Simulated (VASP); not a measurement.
# BN (R3m) in VASP: notebook

Runs on BN. Level: PBE+D3(BJ). Tasks: relaxation of the atoms.

All numbers are computed with VASP 6.6.1; they aren't measurements. Logs are shortened: lines on timing, memory, paths and dates and some standing lists are left out, and cuts for length are marked.

### 1 The cell of the first run

It takes space group R3m (No. 160, trigonal). Conventional cell: a = 2.506 Å, b = 2.506 Å, c = 10.082 Å, α = 90.00°, β = 90.00°, γ = 120.00°. Within 1.9 Å of B (site symmetry 3m) lie 3 N at 1.45 Å. Within 1.9 Å of N (site symmetry 3m) lie 3 B at 1.45 Å.

### 2 Relaxation of the atoms, PBE+D3(BJ) (strain along c alone, the other axes held: +2.0 %)

Contents of INCAR:

```
PREC     = Accurate       # precision mode
ENCUT    = 520            # plane-wave cutoff, eV
EDIFF    = 1E-6           # SCF threshold, eV
ISMEAR   = 0              # smearing method
SIGMA    = 0.02           # smearing width, eV
LREAL    = False          # projectors in reciprocal space
LASPH    = True           # aspherical terms in the spheres
NELM     = 60             # most SCF steps
ALGO     = Normal         # electronic algorithm
ISIF     = 2              # what is computed and relaxed
LWAVE    = False          # write WAVECAR
LCHARG   = False          # write CHGCAR
GGA      = PE             # functional
IVDW     = 12             # dispersion correction
IBRION   = 2              # ionic algorithm
NSW      = 60             # ionic steps
EDIFFG   = -0.008         # ionic threshold
```

Contents of KPOINTS:

```
regular mesh
0
Gamma
  12 12 4
```

Contents of POSCAR:

```
BN
1.0
    2.5061138137      0.0000000000      0.0000000000
   -1.2530569069      2.1703582275      0.0000000000
    0.0000000000      0.0000000000     10.0823443066
B N
3 3
Direct
    0.0000000000      0.0000000000      0.0003024559
    0.6666666667      0.3333333333      0.3336357892
    0.3333333333      0.6666666667      0.6669691226
    0.6666666667      0.3333333333      0.0005978774
    0.3333333333      0.6666666667      0.3339312108
    0.0000000000      0.0000000000      0.6672645441
```

Potentials or basis: VASP PAW PBE potentials, release 64 (B, N).

Started as:

```console
cat potpaw_PBE.64/B/POTCAR potpaw_PBE.64/N/POTCAR > POTCAR
mpirun -np 1 vasp_std > vasp.out
```

OUTCAR:

```text
PREC = Accurate
   ENCUT = 520
   EDIFF = 1E-6
   ISMEAR = 0
   LREAL = False
   LASPH = True
   NELM = 60
   ISIF = 2
   GGA = PE
   IVDW = 12
   IBRION = 2
   NSW = 60
   EDIFFG = -0.008
 IVDW          = 12

 ion  position               nearest neighbor table
   1  0.000  0.000  0.000-   4 1.45   4 1.45   4 1.45
   2  0.667  0.333  0.334-   5 1.45   5 1.45   5 1.45
   3  0.333  0.667  0.667-   6 1.45   6 1.45   6 1.45
   4  0.667  0.333  0.001-   1 1.45   1 1.45   1 1.45
   5  0.333  0.667  0.334-   2 1.45   2 1.45   2 1.45
   6  0.000  0.000  0.667-   3 1.45   3 1.45   3 1.45

  LATTYP: Found a hexagonal cell.
 ALAT       =     2.5061138137
 C/A-ratio  =     4.0230991312

  Lattice vectors:

 A1 = (   2.5061138137,   0.0000000000,   0.0000000000)
 A2 = (  -1.2530569069,   2.1703582275,   0.0000000000)
 A3 = (   0.0000000000,   0.0000000000,  10.0823443066)

Analysis of symmetry for initial positions (statically):
=====================================================================
 Subroutine PRICEL returns following result:

  LATTYP: Found a trigonal (rhomboedric) cell.
 ALAT       =     3.6590145309
 COS(alpha) =     0.7654457447

  Lattice vectors:

 A1 = (   1.2530569067,  -0.7234527424,  -3.3607814352)
 A2 = (  -1.2530569066,  -0.7234527426,  -3.3607814362)
 A3 = (  -0.0000000002,   1.4469054851,  -3.3607814352)

   3 primitive cells build up your supercell.

 Routine SETGRP: Setting up the symmetry group for a
 hexagonal supercell.

 Subroutine GETGRP returns: Found  6 space group operations
 (whereof  6 operations were pure point group operations)
 out of a pool of 24 trial point group operations.

The static configuration has the point symmetry C_3v.

Analysis of symmetry for dynamics (positions and initial velocities):
=====================================================================
 Subroutine PRICEL returns following result:

  LATTYP: Found a trigonal (rhomboedric) cell.
 ALAT       =     3.6590145309
 COS(alpha) =     0.7654457447

  Lattice vectors:

 A1 = (   1.2530569067,  -0.7234527424,  -3.3607814352)
 A2 = (  -1.2530569066,  -0.7234527426,  -3.3607814362)
 A3 = (  -0.0000000002,   1.4469054851,  -3.3607814352)

   3 primitive cells build up your supercell.

 Routine SETGRP: Setting up the symmetry group for a
 hexagonal supercell.

 Subroutine GETGRP returns: Found  6 space group operations
 (whereof  6 operations were pure point group operations)
 out of a pool of 24 trial point group operations.

The dynamic configuration has the point symmetry C_3v.

 Subroutine INISYM returns: Found  6 space group operations
 (whereof  6 operations are pure point group operations),
 and found     3 'primitive' translations

----------------------------------------------------------------------------------------

                                     Primitive cell

  volume of cell :      18.2798

  direct lattice vectors                    reciprocal lattice vectors
     1.253056907 -0.723452742 -3.360781435     0.399024176 -0.230376715 -0.099183282
    -1.253056907 -0.723452743 -3.360781436    -0.399024176 -0.230376716 -0.099183282
    -0.000000000  1.446905485 -3.360781435    -0.000000000  0.460753431 -0.099183282

  length of vectors
     3.659014531  3.659014532  3.659014531     0.471307806  0.471307806  0.471307806

  position of ions in fractional coordinates (direct lattice)
     0.999697544  0.999697544  0.999697544
     0.332735456  0.332735456  0.332735456

  ion indices of the primitive-cell ions
   primitive index   ion index
                 1           1
                 2           6

----------------------------------------------------------------------------------------

 KPOINTS: regular mesh

Automatic generation of k-mesh.
 Grid dimensions read from file:
 generate k-points for:   12   12    4

 Generating k-lattice:

[... 48 lines left out ...]
   ions per type =               3   3
   NGX,Y,Z   is equivalent  to a cutoff of  13.27, 13.27, 13.19 a.u.
   NGXF,Y,Z  is equivalent  to a cutoff of  26.53, 26.53, 26.38 a.u.
 SYSTEM =  unknown system
   PREC   = accura    normal or accurate (medium, high low for compatibility)
   ISTART =      0    job   : 0-new  1-cont  2-samecut
   ICHARG =      2    charge: 1-file 2-atom 10-const
   ISPIN  =      1    spin polarized calculation?
   LNONCOLLINEAR =      F non collinear calculations
   LSORBIT =      F    spin-orbit coupling
   LASPH  =      T    aspherical Exc in radial PAW
   ENCUT  =  520.0 eV  38.22 Ry    6.18 a.u.   4.66  4.66 18.75*2*pi/ulx,y,z
   NELM   =     60;   NELMIN=  2; NELMDL= -5     # of ELM steps
   EDIFF  = 0.1E-05   stopping-criterion for ELM
   LREAL  =      F    real-space projection
   EDIFFG = -.8E-02   stopping-criterion for IOM
   NSW    =     60    number of steps for IOM
   IBRION =      2    ionic relax: 0-MD 1-quasi-New 2-CG
   NFREE  =      1    steps in history (QN), initial steepest desc. (CG)
   ISIF   =      2    stress and relaxation
   ISYM   =      2    0-nonsym 1-usesym 2-fastsym
   POTIM  = 0.5000    time-step for ionic-motion
   TEBEG  =    0.0;   TEEND  =   0.0 temperature during run
   PSTRESS=    0.0 pullay stress
   NELECT =      24.0000    total number of electrons
   NUPDOWN=      -1.0000    fix difference up-down
   EMIN   =  10.00;   EMAX   =-10.00  energy-range for DOS
   EFERMI =   0.00;   METHOD = LEGACY
   ISMEAR =     0;   SIGMA  =   0.02  broadening in eV -4-tet -1-fermi 0-gaus
   EFERMI_NEDOS =   21; number of points for ismear=-14 and -15
   IALGO  =     38    algorithm
   IMIX   =      4    mixing-type and parameters
     AMIX     =   0.40;   BMIX     =  1.00
     AMIX_MAG =   1.60;   BMIX_MAG =  1.00
  volume/ion in A,a.u.               =       9.14        61.68
  Fermi-wavevector in a.u.,A,eV,Ry     =   1.242932  2.348801 21.019364  1.544880
  Thomas-Fermi vector in A             =   2.377265
   LORBIT       =      0    0 simple, 1 ext, 2 COOP (PROOUT), +10 PAW based schemes
   GGA     = PE    functional components
   LHFCALC =     F    Hartree Fock is set to
   AEXX    =    0.0000 exact exchange contribution
   IVDW    =    12    specifies the selected vdW correction
   LEPSILON=     F    determine dielectric tensor
   LRPA    =     F    only Hartree local field effects (RPA)
 conjugate gradient relaxation of ions
 non-spin polarized calculation
 Gauss-broadening in eV      SIGMA  =   0.02
  energy-cutoff  :      520.00
  volume of cell :       54.84
 maximum number of plane-waves:      1501
 NGX is ok and might be reduce to    20
   NGX =  9   NGY =  9   NGZ = 37

--------------------------------------- Ionic step        1  -------------------------------------------

 number of electron      24.0000000 magnetization

 Free energy of the ion-electron system (eV)
  ---------------------------------------------------
  ext. energy  EPLUGINS =         0.00000000
  ---------------------------------------------------
  free energy    TOTEN  =       -52.74378385 eV

  energy without entropy =      -52.74378385  energy(sigma->0) =      -52.74378385

------------------------ aborting loop because EDIFF is reached ----------------------------------------

 Edisp (eV)   -0.83332

 E8    (eV) :    -0.2438

  FORCE on cell =-STRESS in cart. coord.  units (eV):
  Direction    XX          YY          ZZ          XY          YZ          ZX
  --------------------------------------------------------------------------------------
  -------------------------------------------------------------------------------------
  Total       0.08098     0.08098    -0.22707    -0.00000    -0.00000    -0.00000
  in kB       2.36582     2.36582    -6.63407    -0.00000    -0.00000    -0.00000
  external pressure =       -0.63 kB  Pullay stress =        0.00 kB

 VOLUME and BASIS-vectors are now :
 -----------------------------------------------------------------------------
  energy-cutoff  :      520.00
  volume of cell :       54.84
      direct lattice vectors                 reciprocal lattice vectors
     2.506113814  0.000000000  0.000000000     0.399024176  0.230376716  0.000000000
    -1.253056907  2.170358227  0.000000000     0.000000000  0.460753431  0.000000000
     0.000000000  0.000000000 10.082344307     0.000000000  0.000000000  0.099183282

 POSITION                                       TOTAL-FORCE (eV/Angst)
 -----------------------------------------------------------------------------------
      0.00000      0.00000      0.00305         0.000000      0.000000      0.008314
      1.25306      0.72345      3.36383        -0.000000      0.000000      0.008314
     -0.00000      1.44691      6.72461        -0.000000      0.000000      0.008314
      1.25306      0.72345      0.00603         0.000000     -0.000000     -0.008314
     -0.00000      1.44691      3.36681         0.000000     -0.000000     -0.008314
      0.00000      0.00000      6.72759         0.000000     -0.000000     -0.008314
 -----------------------------------------------------------------------------------
    total drift:                               -0.000000     -0.000000      0.000260

  FREE ENERGIE OF THE ION-ELECTRON SYSTEM (eV)
  ---------------------------------------------------
  free  energy   TOTEN  =       -53.5771016663 eV

  energy  without entropy=      -53.5771016663  energy(sigma->0) =      -53.57710167

--------------------------------------- Ionic step        2  -------------------------------------------

 number of electron      24.0000000 magnetization

 Free energy of the ion-electron system (eV)
  ---------------------------------------------------
  ext. energy  EPLUGINS =         0.00000000
  ---------------------------------------------------
  free energy    TOTEN  =       -52.74379122 eV

  energy without entropy =      -52.74379122  energy(sigma->0) =      -52.74379122

 E-fermi :   2.3133     XC(G=0):  -9.9928

 val. band max:        2.1419878407   @ k =   0.3333   0.3333   0.0000
 cond. band min:       6.4078530828   @ k =   0.5000   0.0000   0.0000
 fundamental gap:      4.2658652420
 Fermi energy:         2.3133496655

 k-point     1 :       0.0000    0.0000    0.0000
  band No.  band energies     occupation
      1     -15.6099      2.00000
      2     -15.4129      2.00000
      3     -15.4129      2.00000
      4      -3.5579      2.00000
      5      -3.5579      2.00000
      6      -1.9909      2.00000
[... 433 lines left out ...]
      3     -14.8431      2.00000
      4      -3.1360      2.00000
      5      -2.4002      2.00000
      6      -1.5065      2.00000
[... 8 lines left out ...]
     15      11.5693      0.00000
     16      13.2096      0.00000

 [... further k-points ...]

------------------------ aborting loop because EDIFF is reached ----------------------------------------

 Edisp (eV)   -0.83332

 E8    (eV) :    -0.2438

  FORCE on cell =-STRESS in cart. coord.  units (eV):
  Direction    XX          YY          ZZ          XY          YZ          ZX
  --------------------------------------------------------------------------------------
  -------------------------------------------------------------------------------------
  Total       0.08044     0.08044    -0.22652    -0.00000     0.00000    -0.00000
  in kB       2.35017     2.35017    -6.61809    -0.00000     0.00000    -0.00000
  external pressure =       -0.64 kB  Pullay stress =        0.00 kB

 VOLUME and BASIS-vectors are now :
 -----------------------------------------------------------------------------
  energy-cutoff  :      520.00
  volume of cell :       54.84
      direct lattice vectors                 reciprocal lattice vectors
     2.506113814  0.000000000  0.000000000     0.399024176  0.230376716  0.000000000
    -1.253056907  2.170358227  0.000000000     0.000000000  0.460753431  0.000000000
     0.000000000  0.000000000 10.082344307     0.000000000  0.000000000  0.099183282

 POSITION                                       TOTAL-FORCE (eV/Angst)
 -----------------------------------------------------------------------------------
      0.00000      0.00000      0.00345        -0.000000     -0.000000     -0.001763
      1.25306      0.72345      3.36423         0.000000     -0.000000     -0.001763
     -0.00000      1.44691      6.72501        -0.000000     -0.000000     -0.001763
      1.25306      0.72345      0.00563        -0.000000      0.000000      0.001763
     -0.00000      1.44691      3.36641        -0.000000      0.000000      0.001763
      1.25306      2.17036      6.72719        -0.000000      0.000000      0.001763
 -----------------------------------------------------------------------------------
    total drift:                               -0.000000     -0.000000     -0.000382

  FREE ENERGIE OF THE ION-ELECTRON SYSTEM (eV)
  ---------------------------------------------------
  free  energy   TOTEN  =       -53.5771094534 eV

  energy  without entropy=      -53.5771094534  energy(sigma->0) =      -53.57710945

 reached required accuracy - stopping structural energy minimisation
```

Run time: 31 s. Hardware: 1 thread of Intel Xeon 6975P-C (Granite Rapids), shared host; peak memory 0.21 GiB.

What came out:

| Item | Value |
| --- | --- |
| Free energy | -53.5771 eV |
| Energy gained by relaxing | 0.0 meV/atom |
| Ionic steps | 2 |
| Pressure after relaxing | -0.1 GPa |
| Band gap on the k mesh | 4.27 eV |
| Dispersion energy per atom | -0.139 eV |

Final structure:
```
B N
1.0
     2.50611    0.00000    0.00000
    -1.25306    2.17036    0.00000
     0.00000    0.00000   10.08234
B N
3 3
Direct
  0.00000 0.00000 0.00034
  0.66667 0.33333 0.33368
  0.33333 0.66667 0.66701
  0.66667 0.33333 0.00056
  0.33333 0.66667 0.33389
  0.00000 0.00000 0.66722
```

Caveat: the cell differs from its parent crystal (strain along c alone, the other axes held: +2.0 %).

### 3 Relaxation of the atoms, PBE+D3(BJ) (strain along c alone, the other axes held: +4.0 %)

Contents of INCAR:

```
SYSTEM = BN
PREC = Accurate
ENCUT = 520
EDIFF = 1E-7
ISMEAR = 0
SIGMA = 0.02
LREAL = .False.
LASPH = .True.
NELM = 100
ALGO = Normal
ISIF = 2
LWAVE = .False.
LCHARG = .False.
GGA = PE
IVDW = 12
IBRION = 2
NSW = 60
EDIFFG = -0.008
```

Contents of KPOINTS:

```
Automatic mesh
0
Gamma
  12 12 4
  0 0 0
```

Contents of POSCAR:

```
BN
1.0
    2.5061138137      0.0000000000      0.0000000000
   -1.2530569069      2.1703582275      0.0000000000
    0.0000000000      0.0000000000     10.2800373322
B N
3 3
Direct
    0.0000000000      0.0000000000      0.0003436670
    0.6666666667      0.3333333333      0.3336770004
    0.3333333333      0.6666666667      0.6670103337
    0.6666666667      0.3333333333      0.0005566663
    0.3333333333      0.6666666667      0.3338899996
    0.0000000000      0.0000000000      0.6672233330
```

Potentials or basis: VASP PAW PBE potentials, release 64 (B, N).

Started as:

```console
cat potpaw_PBE.64/B/POTCAR potpaw_PBE.64/N/POTCAR > POTCAR
mpirun -np 1 vasp_std > vasp.out
```

Wall time 67 s (1 thread of Intel Xeon Platinum 8375C at 2.90GHz (Ice Lake), shared host); peak memory 0.21 GiB.

Results (log left out):

```yaml
Free_energy: -53.5723 eV
Pressure_after_relaxing: -0.2 GPa
Largest_force_after_relaxing: 0.004 eV/Å
Band_gap_on_the_k_mesh: 4.30 eV
Dispersion_energy_per_atom: -0.136 eV
```

Forces on the atoms (eV/Å):
```
B    0.000  0.000  0.004
B    0.000  0.000  0.004
B    0.000  0.000  0.004
N    0.000  0.000 -0.004
N    0.000  0.000 -0.004
N    0.000  0.000 -0.004
```

Stress tensor (GPa, compression positive):
```
 0.29  0.00  0.00
 0.00  0.29  0.00
 0.00  0.00 -1.06
```

Final structure:
```
B N
1.0
     2.50611    0.00000    0.00000
    -1.25306    2.17036    0.00000
     0.00000    0.00000   10.28004
B N
3 3
Cartesian
  0.0000 0.0000 0.0035
  1.2531 0.7235 3.4302
  0.0000 1.4469 6.8569
  1.2531 0.7235 0.0057
  0.0000 1.4469 3.4324
  0.0000 0.0000 6.8591
```

Levels at points of the mesh, in eV from the valence-band top:
```csv
k point,band 10,band 11,band 12,band 13,band 14,band 15
"(0.00, 0.00, 0.00)",-1.31,-1.30,-1.30,5.08,8.46,8.46
"(0.50, 0.00, 0.00)",-1.15,-0.79,-0.79,4.30,5.12,5.12
"(0.00, 0.00, 0.50)",-1.30,-1.30,-1.30,6.16,6.16,9.92
"(0.50, 0.00, 0.50)",-1.05,-1.05,-0.62,4.62,4.62,5.25
```

Caveat: the cell differs from its parent crystal (strain along c alone, the other axes held: +4.0 %); the relaxation stopped at its first step, so nothing moved.
